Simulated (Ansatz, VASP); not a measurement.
# Cu: VASP beside Ansatz

The input INCAR:

```
PREC = Accurate ; ENCUT = 520
EDIFF = 1E-6 ; ISMEAR = 0
SIGMA = 0.1 ; LREAL = F
LASPH = T ; NELM = 80
ALGO = Fast ; ISIF = 2
LWAVE = F ; LCHARG = F
GGA = PE ; NBANDS = 12
```

The input KPOINTS:

```
regular mesh
0
Gamma
  20 20 20
```

The input POSCAR:

```
Cu
1.0
    0.0000000000      1.8148741276      1.8148741276
    1.8148741276      0.0000000000      1.8148741276
    1.8148741276      1.8148741276      0.0000000000
Cu
1
Direct
    0.0000000000      0.0000000000      0.0000000000
```

Input for Ansatz:

```yaml
crystal:
  lattice:
    - [0.0, 1.8148741278, 1.8148741278]
    - [1.8148741278, 0.0, 1.8148741278]
    - [1.8148741278, 1.8148741278, 0.0]
  atoms:
    - { symbol: Cu, position: [0.0, 0.0, 0.0] }
basis:
  ecutwfc: 420
kpoints:
  mp_grid: { grid: [20, 20, 20] }
  band_path:
    path:
      - [0.0, 0.0, 0.0]
      - [0.5, 0.0, 0.5]
      - [0.625, 0.25, 0.625]
      - [0.375, 0.375, 0.75]
      - [0.5, 0.5, 0.5]
      - [0.5, 0.25, 0.75]
    npoints: 1
hamiltonian:
  xc: pbe
scf:
  occupations: { method: gaussian, width: 0.1 }
  n_extra_bands: 4
output:
  forces: true
  stress: true
  eigenvalues: true
  write_density: true
  write_potential: true
  elf: true
  volumetric_format: npy
```

Alike in both runs: task single point; functional PBE; k mesh 20 × 20 × 20; occupations gaussian, width 0.1 eV; no spin polarisation.

|  | VASP | Ansatz |
| --- | --- | --- |
| version | VASP 6.6.1 | Ansatz 0.2.0 |
| potentials or method | VASP PAW PBE potentials, release 64 (Cu), cutoff 520 eV | scalar-relativistic, plane waves, PAW |
| valence electrons in the cell | 11 | 19 |

|  | VASP | Ansatz | Ansatz less VASP |
| --- | --- | --- | --- |
| gap on the k mesh at the Fermi level (eV) | none | none | - |
| pressure (GPa) | 0.5 | 0.0 | -0.53 |

A gap of «none» marks a metal or a gap that the smearing closes. With one functional, cell and mesh, what is left measures potentials, basis and numerics. VASP's potentials hold 11 valence electrons a cell and Ansatz's 19, so a difference there can come from the potentials and not from the codes.
